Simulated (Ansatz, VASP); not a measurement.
Two plane-wave programs on Sn

```
CELL_PARAMETERS angstrom
0.00000 3.23334 3.23334
3.23334 0.00000 3.23334
3.23334 3.23334 0.00000
ATOMIC_POSITIONS crystal
Sn 0.00000 0.00000 0.00000
Sn 0.25000 0.25000 0.25000
```

Alike in both runs: task single point; functional PBE; k mesh 7 × 7 × 7; no spin polarisation.

```csv
,VASP,Ansatz
version,VASP 6.6.1,Ansatz 0.2.0
potentials or method,"VASP PAW PBE potentials, release 64 (Sn_d)","plane waves, PAW"
plane-wave cutoff (eV),500,420
occupations,"methfessel-paxton of order 1, width 0.3 eV","cold, width 0.3 eV"
valence electrons in the cell,28,28
```

```tsv
	VASP	Ansatz	Ansatz less VASP
pressure (GPa)	3.8	3.8	+0.07
```
